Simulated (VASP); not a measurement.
# Sn (I4_1/amd) in VASP: notebook

Runs on Sn. Level: PBEsol. Tasks: single point.

Program: VASP 6.6.1. These are calculated values, not measurements. Logs are shortened: lines on timing, memory, paths and dates and some standing lists are left out, and cuts for length are marked.

### 1 The cell of the first run

The structure is tetragonal, space group I4_1/amd (No. 141). The conventional cell has a = 5.832 Å, b = 5.832 Å, c = 3.182 Å, α = 90.00°, β = 90.00°, γ = 90.00°. Within 4.0 Å of Sn (site symmetry -4m2) lie 10 Sn at 3.02 to 3.77 Å.

### 2 Single point, PBEsol

File INCAR:

```
PREC = Accurate
ENCUT = 520
EDIFF = 1E-7
ISMEAR = 0
SIGMA = 0.1
LREAL = False
LASPH = True
NELM = 100
ALGO = Fast
ISIF = 2
LWAVE = False
LCHARG = False
GGA = PS
NBANDS = 21
```

File KPOINTS:

```
regular mesh
0
Gamma
  6 6 6
```

File POSCAR:

```
Sn
1.0
   -2.9161500000      2.9161500000      1.5911500000
    2.9161500000     -2.9161500000      1.5911500000
    2.9161500000      2.9161500000     -1.5911500000
Sn
2
Direct
    0.0000000000      0.0000000000      0.0000000000
    0.7500000000      0.2500000000      0.5000000000
```

Potentials or basis: VASP PAW PBE potentials, release 64 (Sn_d).

On the command line:

```sh
> cat potpaw_PBE.64/Sn_d/POTCAR > POTCAR
> mpirun -np 1 vasp_std > vasp.out
```

OUTCAR:

```text
PREC = Accurate
   ENCUT = 520
   EDIFF = 1E-7
   ISMEAR = 0
   LREAL = False
   LASPH = True
   NELM = 100
   ISIF = 2
   GGA = PS

 ion  position               nearest neighbor table
   1  0.000  0.000  0.000-   2 3.02   2 3.02   2 3.02   2 3.02
   2  0.750  0.250  0.500-   1 3.02   1 3.02   1 3.02   1 3.02

  LATTYP: Found a body centered tetragonal cell.
 ALAT       =     5.8323000000
 C/A-ratio  =     0.5456337980

  Lattice vectors:

 A1 = (  -2.9161500000,   2.9161500000,   1.5911500000)
 A2 = (   2.9161500000,  -2.9161500000,   1.5911500000)
 A3 = (   2.9161500000,   2.9161500000,  -1.5911500000)

Analysis of symmetry for initial positions (statically):
=====================================================================
 Subroutine PRICEL returns:
 Original cell was already a primitive cell.

 Routine SETGRP: Setting up the symmetry group for a
 body centered tetragonal supercell.

 Subroutine GETGRP returns: Found 16 space group operations
 (whereof  8 operations were pure point group operations)
 out of a pool of 16 trial point group operations.

The static configuration has the point symmetry D_2d.
 The point group associated with its full space group is D_4h.

Analysis of symmetry for dynamics (positions and initial velocities):
=====================================================================
 Subroutine PRICEL returns:
 Original cell was already a primitive cell.

 Routine SETGRP: Setting up the symmetry group for a
 body centered tetragonal supercell.

 Subroutine GETGRP returns: Found 16 space group operations
 (whereof  8 operations were pure point group operations)
 out of a pool of 16 trial point group operations.

The dynamic configuration has the point symmetry D_2d.
 The point group associated with its full space group is D_4h.

 Subroutine INISYM returns: Found 16 space group operations
 (whereof  8 operations are pure point group operations),
 and found     1 'primitive' translations

----------------------------------------------------------------------------------------

                                     Primitive cell

  volume of cell :      54.1241

  direct lattice vectors                    reciprocal lattice vectors
    -2.916150000  2.916150000  1.591150000     0.000000000  0.171458944  0.314238130
     2.916150000 -2.916150000  1.591150000     0.171458944  0.000000000  0.314238130
     2.916150000  2.916150000 -1.591150000     0.171458944  0.171458944  0.000000000

  length of vectors
     4.420364235  4.420364235  4.420364235     0.357971747  0.357971747  0.242479564

  position of ions in fractional coordinates (direct lattice)
     0.000000000  0.000000000  0.000000000
     0.750000000  0.250000000  0.500000000

  ion indices of the primitive-cell ions
   primitive index   ion index
                 1           1
                 2           2

----------------------------------------------------------------------------------------

 KPOINTS: regular mesh

Automatic generation of k-mesh.
 Grid dimensions read from file:
 generate k-points for:    6    6    6

 Generating k-lattice:

  Cartesian coordinates                     Fractional coordinates (reciprocal lattice)
     0.000000000  0.028576491  0.052373022     0.166666667  0.000000000  0.000000000
     0.028576491  0.000000000  0.052373022     0.000000000  0.166666667  0.000000000
     0.028576491  0.028576491  0.000000000     0.000000000  0.000000000  0.166666667

  Length of vectors
     0.059661958  0.059661958  0.040413261

  Shift w.r.t. Gamma in fractional coordinates (k-lattice)
     0.000000000  0.000000000  0.000000000

 Subroutine IBZKPT returns following result:
 ===========================================

 Found     30 irreducible k-points:

 Following reciprocal coordinates:
            Coordinates               Weight
  0.000000  0.000000  0.000000      1.000000
  0.166667  0.000000  0.000000      8.000000
  0.333333  0.000000 -0.000000      8.000000
  0.500000  0.000000 -0.000000      4.000000
  0.166667  0.166667 -0.000000      8.000000
  0.333333  0.166667 -0.000000     16.000000
[... 16 lines left out ...]
 -0.333333 -0.333333  0.166667      8.000000
 -0.166667 -0.333333  0.166667      8.000000
 [... further k-points ...]
   k-points           NKPTS =     30   k-points in BZ     NKDIM =     30   number of bands    NBANDS=     21
   number of dos      NEDOS =    301   number of ions     NIONS =      2
   total plane-waves  NPLWV =  46656
   dimension x,y,z NGX =    36 NGY =   36 NGZ =   36
   dimension x,y,z NGXF=    72 NGYF=   72 NGZF=   72
   ions per type =               2
   NGX,Y,Z   is equivalent  to a cutoff of  13.54, 13.54, 13.54 a.u.
   NGXF,Y,Z  is equivalent  to a cutoff of  27.08, 27.08, 27.08 a.u.
 SYSTEM =  unknown system
   PREC   = accura    normal or accurate (medium, high low for compatibility)
   ISTART =      0    job   : 0-new  1-cont  2-samecut
   ICHARG =      2    charge: 1-file 2-atom 10-const
   ISPIN  =      1    spin polarized calculation?
   LNONCOLLINEAR =      F non collinear calculations
   LSORBIT =      F    spin-orbit coupling
   LASPH  =      T    aspherical Exc in radial PAW
   ENCUT  =  520.0 eV  38.22 Ry    6.18 a.u.   8.22  8.22  8.22*2*pi/ulx,y,z
   NELM   =    100;   NELMIN=  2; NELMDL= -5     # of ELM steps
   EDIFF  = 0.1E-06   stopping-criterion for ELM
   LREAL  =      F    real-space projection
   EDIFFG = 0.1E-05   stopping-criterion for IOM
   NSW    =      0    number of steps for IOM
   IBRION =     -1    ionic relax: 0-MD 1-quasi-New 2-CG
   NFREE  =      0    steps in history (QN), initial steepest desc. (CG)
   ISIF   =      2    stress and relaxation
   ISYM   =      2    0-nonsym 1-usesym 2-fastsym
   POTIM  = 0.5000    time-step for ionic-motion
   TEBEG  =    0.0;   TEEND  =   0.0 temperature during run
   PSTRESS=    0.0 pullay stress
   NELECT =      28.0000    total number of electrons
   NUPDOWN=      -1.0000    fix difference up-down
   EMIN   =  10.00;   EMAX   =-10.00  energy-range for DOS
   EFERMI =   0.00;   METHOD = LEGACY
   ISMEAR =     0;   SIGMA  =   0.10  broadening in eV -4-tet -1-fermi 0-gaus
   EFERMI_NEDOS =   21; number of points for ismear=-14 and -15
   IALGO  =     68    algorithm
   IMIX   =      4    mixing-type and parameters
     AMIX     =   0.40;   BMIX     =  1.00
     AMIX_MAG =   1.60;   BMIX_MAG =  1.00
  volume/ion in A,a.u.               =      27.06       182.62
  Fermi-wavevector in a.u.,A,eV,Ry     =   1.314207  2.483492 23.499180  1.727141
  Thomas-Fermi vector in A             =   2.444476
   LORBIT       =      0    0 simple, 1 ext, 2 COOP (PROOUT), +10 PAW based schemes
   GGA     = PS    functional components
   LHFCALC =     F    Hartree Fock is set to
   AEXX    =    0.0000 exact exchange contribution
   IVDW    =     0    specifies the selected vdW correction
   LEPSILON=     F    determine dielectric tensor
   LRPA    =     F    only Hartree local field effects (RPA)
 non-spin polarized calculation
 RMM-DIIS sequential band-by-band and
 Gauss-broadening in eV      SIGMA  =   0.10
  energy-cutoff  :      520.00
  volume of cell :       54.12
 maximum number of plane-waves:      1476
 NGX is ok and might be reduce to    36
   NGX = 17   NGY = 17   NGZ = 17

 number of electron      28.0000002 magnetization

 Free energy of the ion-electron system (eV)
  ---------------------------------------------------
  ext. energy  EPLUGINS =         0.00000000
  ---------------------------------------------------
  free energy    TOTEN  =        -8.50788040 eV

  energy without entropy =       -8.50219950  energy(sigma->0) =       -8.50503995

 E-fermi :   7.9965     XC(G=0): -10.4645

 val. band max:        7.9811666617   @ k =  -0.1667  -0.1667   0.1667
 cond. band min:       8.0132091362   @ k =  -0.1667   0.3333   0.1667
 fundamental gap:      0.0320424745
 Fermi energy:         7.9964619676

 k-point     1 :       0.0000    0.0000    0.0000
  band No.  band energies     occupation
      1     -13.7010      2.00000
      2     -13.6240      2.00000
      3     -13.5726      2.00000
      4     -13.5691      2.00000
      5     -13.4152      2.00000
      6     -13.4152      2.00000
[... 13 lines left out ...]
     20      17.7495      0.00000
     21      18.3971      0.00000

 k-point     2 :       0.1667    0.0000    0.0000
  band No.  band energies     occupation
      1     -13.6838      2.00000
      2     -13.5740      2.00000
      3     -13.5533      2.00000
      4     -13.5146      2.00000
      5     -13.4473      2.00000
      6     -13.4315      2.00000
[... 13 lines left out ...]
     20      15.9424      0.00000
     21      16.3058      0.00000

 k-point     3 :       0.3333    0.0000   -0.0000
  band No.  band energies     occupation
      1     -13.6472      2.00000
      2     -13.5272      2.00000
      3     -13.5215      2.00000
      4     -13.5103      2.00000
      5     -13.4811      2.00000
      6     -13.4467      2.00000
[... 13 lines left out ...]
     20      14.4927      0.00000
     21      17.3430      0.00000

 k-point     4 :       0.5000    0.0000   -0.0000
  band No.  band energies     occupation
      1     -13.6266      2.00000
      2     -13.5580      2.00000
      3     -13.5410      2.00000
      4     -13.5019      2.00000
      5     -13.4645      2.00000
      6     -13.4630      2.00000
[... 13 lines left out ...]
     20      17.4798      0.00000
     21      17.6986      0.00000

 k-point     5 :       0.1667    0.1667   -0.0000
  band No.  band energies     occupation
      1     -13.6598      2.00000
      2     -13.5298      2.00000
      3     -13.5253      2.00000
      4     -13.4788      2.00000
      5     -13.4710      2.00000
      6     -13.4603      2.00000
[... 13 lines left out ...]
     20      15.2536      0.00000
     21      15.5928      0.00000

 k-point     6 :       0.3333    0.1667   -0.0000
  band No.  band energies     occupation
      1     -13.6379      2.00000
      2     -13.5540      2.00000
      3     -13.5250      2.00000
      4     -13.4916      2.00000
      5     -13.4813      2.00000
      6     -13.4485      2.00000
[... 13 lines left out ...]
     20      16.6385      0.00000
     21      17.4414      0.00000

 k-point     7 :       0.5000    0.1667   -0.0000
  band No.  band energies     occupation
      1     -13.6214      2.00000
      2     -13.5506      2.00000
      3     -13.5343      2.00000
      4     -13.4927      2.00000
      5     -13.4687      2.00000
      6     -13.4406      2.00000
[... 13 lines left out ...]
     20      16.2879      0.00000
     21      16.9692      0.00000
[... 291 lines left out ...]
      1     -13.6306      2.00000
      2     -13.6306      2.00000
      3     -13.5160      2.00000
      4     -13.5160      2.00000
      5     -13.4332      2.00000
      6     -13.4332      2.00000
[... 13 lines left out ...]
     20      18.0686      0.00000
     21      18.9015      0.00000

 k-point    21 :      -0.3333    0.5000    0.1667
  band No.  band energies     occupation
      1     -13.6021      2.00000
      2     -13.5909      2.00000
      3     -13.5290      2.00000
      4     -13.4709      2.00000
      5     -13.4577      2.00000
      6     -13.4175      2.00000
[... 13 lines left out ...]
     20      18.1794      0.00000
     21      19.3472      0.00000

 k-point    22 :      -0.1667    0.5000    0.1667
  band No.  band energies     occupation
      1     -13.6081      2.00000
      2     -13.5424      2.00000
      3     -13.5115      2.00000
      4     -13.5037      2.00000
      5     -13.4555      2.00000
      6     -13.4477      2.00000
[... 13 lines left out ...]
     20      18.1677      0.00000
     21      18.2983      0.00000

 k-point    23 :      -0.3333   -0.3333    0.1667
  band No.  band energies     occupation
      1     -13.6089      2.00000
      2     -13.5391      2.00000
      3     -13.4829      2.00000
      4     -13.4751      2.00000
      5     -13.4672      2.00000
      6     -13.4447      2.00000
[... 13 lines left out ...]
     20      17.7558      0.00000
     21      18.6921      0.00000

 k-point    24 :      -0.1667   -0.3333    0.1667
  band No.  band energies     occupation
      1     -13.6354      2.00000
      2     -13.5326      2.00000
      3     -13.5213      2.00000
      4     -13.4904      2.00000
      5     -13.4812      2.00000
      6     -13.4621      2.00000
[... 13 lines left out ...]
     20      17.0438      0.00000
     21      18.8561      0.00000

 [... further k-points ...]
[... 5 lines left out ...]
  --------------------------------------------------------------------------------------
  -------------------------------------------------------------------------------------
  Total        0.0733913      0.0733913     -0.6106764      0.0000000      0.0000000      0.0000000
  in kB        2.1725227      2.1725227    -18.0771885      0.0000000      0.0000000      0.0000000
  external PRESSURE =      -4.5773810 kB  Pullay stress =       0.0000000 kB

 VOLUME and BASIS-vectors are now :
 -----------------------------------------------------------------------------
  energy-cutoff  :      520.00
  volume of cell :       54.12
      direct lattice vectors                 reciprocal lattice vectors
    -2.916150000  2.916150000  1.591150000     0.000000000  0.171458944  0.314238130
     2.916150000 -2.916150000  1.591150000     0.171458944  0.000000000  0.314238130
     2.916150000  2.916150000 -1.591150000     0.171458944  0.171458944  0.000000000

 POSITION                                       TOTAL-FORCE (eV/Angst)
 -----------------------------------------------------------------------------------
      0.00000      0.00000      0.00000        -0.000000      0.000000      0.000000
      0.00000      2.91615      0.79558         0.000000     -0.000000     -0.000000
 -----------------------------------------------------------------------------------
    total drift:                               -0.000000      0.000000     -0.000000

  FREE ENERGIE OF THE ION-ELECTRON SYSTEM (eV)
  ---------------------------------------------------
  free  energy   TOTEN  =        -8.5078803994 eV

  energy  without entropy=       -8.5021995036  energy(sigma->0) =       -8.50503995
```

It took 31 s on 1 thread of Intel Xeon 6975P-C (Granite Rapids), shared host; peak memory 0.2 GiB.

Results:

```yaml
Free_energy: -8.5079 eV
Pressure: -0.5 GPa
Band_gap_on_the_k_mesh: zero (bands 14 and 15 overlap by 3.90 eV)
```

Caveat: the k points lie up to 0.37 Å⁻¹ apart, too coarse for converged energies and pressures of a metal; the PAW data sets were made with another functional, which shifts forces and pressure a little; spin-orbit coupling is left out, which moves the levels of the heavy elements.

### 3 Single point, PBEsol

This run uses another cell than the first one, of 26.87 Å³/atom.

File INCAR:

```
SYSTEM = Sn
PREC     = Accurate       ! precision mode
ENCUT    = 520            ! plane-wave cutoff, eV
EDIFF    = 1E-6           ! SCF threshold, eV
ISMEAR   = 0              ! smearing method
SIGMA    = 0.1            ! smearing width, eV
LREAL    = .False.        ! projectors in reciprocal space
LASPH    = .True.         ! aspherical terms in the spheres
NELM     = 80             ! most SCF steps
ALGO     = Fast           ! electronic algorithm
ISIF     = 2              ! what is computed and relaxed
LWAVE    = .False.        ! write WAVECAR
LCHARG   = .True.         ! write CHGCAR
GGA      = PS             ! functional
LELF     = .True.         ! ELF
LVHAR    = .True.       
NBANDS   = 21             ! bands
```

File KPOINTS:

```
Automatic mesh
0
Gamma
  16 16 16
  0 0 0
```

File POSCAR:

```
Sn
1.0
   -2.9202267338      2.9202267338      1.5755882559
    2.9202267338     -2.9202267338      1.5755882559
    2.9202267338      2.9202267338     -1.5755882559
Sn
2
Direct
    0.0000000000      0.0000000000      0.0000000000
    0.7500000000      0.2500000000      0.5000000000
```

Potentials or basis: VASP PAW PBE potentials, release 64 (Sn_d).

On the command line:

```sh
> cat potpaw_PBE.64/Sn_d/POTCAR > POTCAR
> mpirun -np 1 vasp_std > vasp.out
```

It took 3.6 min on 1 thread of Intel Xeon 6975P-C (Granite Rapids), shared host; peak memory 0.43 GiB.

The run converged. Its results:

```yaml
Free_energy: -8.5252 eV
Pressure: 0.0 GPa
Band_gap_on_the_k_mesh: zero (bands 14 and 15 overlap by 4.32 eV)
```

Levels at points of the mesh, in eV from the Fermi level:
```
           k point  band 12  band 13  band 14  band 15  band 16  band 17
(0.00, 0.00, 0.00)    -3.73    -2.05    -2.05     2.90     6.18     6.18
(0.50, 0.00, 0.00)    -5.42    -2.34    -1.77    -1.12     2.23     2.85
(0.50, 0.50, 0.00)    -8.98     0.54     0.54     1.50     1.50     6.19
(0.50, 0.50, 0.50)    -7.64    -4.89    -4.89     5.24     5.24     9.33
```

Caveat: the PAW data sets were made with another functional, which shifts forces and pressure a little; spin-orbit coupling is left out, which moves the levels of the heavy elements.

### 4 Single point, PBEsol

This run uses another cell than the first one, of 26.94 Å³/atom.

File INCAR:

```
SYSTEM = Sn
PREC = Accurate
ENCUT = 520
EDIFF = 1E-6
ISMEAR = -1
SIGMA = 0.15
LREAL = .FALSE.
LASPH = .TRUE.
NELM = 100
ALGO = Fast
ISIF = 2
LWAVE = .FALSE.
LCHARG = .FALSE.
GGA = PS
NBANDS = 21
```

File KPOINTS:

```
Automatic mesh
0
G
  16 16 16
  0 0 0
```

File POSCAR:

```
Sn
1.0
   -2.9236498182      2.9236498182      1.5755766799
    2.9236498182     -2.9236498182      1.5755766799
    2.9236498182      2.9236498182     -1.5755766799
Sn
2
Direct
    0.0000000000      0.0000000000      0.0000000000
    0.7500000000      0.2500000000      0.5000000000
```

On the command line:

```sh
> cat potpaw_PBE.64/Sn_d/POTCAR > POTCAR
> mpirun -np 1 vasp_std > vasp.out
```

Wall time 3.3 min (1 thread of Intel Xeon 6975P-C (Granite Rapids), shared host); peak memory 0.43 GiB.

The run converged. Its results:

| Item | Value |
| --- | --- |
| Free energy | -8.5565 eV |
| Pressure | 0.0 GPa |
| Band gap on the k mesh | zero (bands 14 and 15 overlap by 4.29 eV) |

Levels at points of the mesh, in eV from the Fermi level:
```
           k point  band 12  band 13  band 14  band 15  band 16  band 17
(0.00, 0.00, 0.00)    -3.73    -2.03    -2.03     2.91     6.17     6.17
(0.50, 0.00, 0.00)    -5.39    -2.33    -1.75    -1.10     2.25     2.86
(0.50, 0.50, 0.00)    -8.96     0.55     0.55     1.50     1.50     6.22
(0.50, 0.50, 0.50)    -7.62    -4.86    -4.86     5.27     5.27     9.31
```

Caveat: the PAW data sets were made with another functional, which shifts forces and pressure a little; spin-orbit coupling is left out, which moves the levels of the heavy elements.

### 5 Overview

| cell | k mesh | smearing | further INCAR settings | gap on the mesh (eV) | pressure (GPa) |
| --- | --- | --- | --- | --- | --- |
| a = 4.420 Å, angles 97.4, 97.4, 137.8°, 2 atoms | 6 × 6 × 6 | gaussian 0.1 eV | ALGO = Fast; EDIFF = 1e-07; NBANDS = 21 | none | -0.5 |
| a = 4.420 Å, angles 97.3, 97.3, 138.2°, 2 atoms | 16 × 16 × 16 | gaussian 0.1 eV | ALGO = Fast; EDIFF = 1e-06; NBANDS = 21 | none | 0.0 |
| a = 4.425 Å, angles 97.3, 97.3, 138.3°, 2 atoms | 16 × 16 × 16 | fermi-dirac 0.15 eV | ALGO = Fast; EDIFF = 1e-06; NBANDS = 21 | none | 0.0 |

Alike in all rows: task single point; level PBEsol; potentials or basis VASP PAW PBE potentials, release 64 (Sn_d); no spin polarisation; cutoff (eV) 520.

Caveats: some runs use coarse meshes; the PAW data sets were made with another functional, which shifts forces and pressure a little; spin-orbit coupling is left out, which moves the levels of the heavy elements.

Total energies depend on the potentials used, so only differences within one code and one set of settings carry meaning.
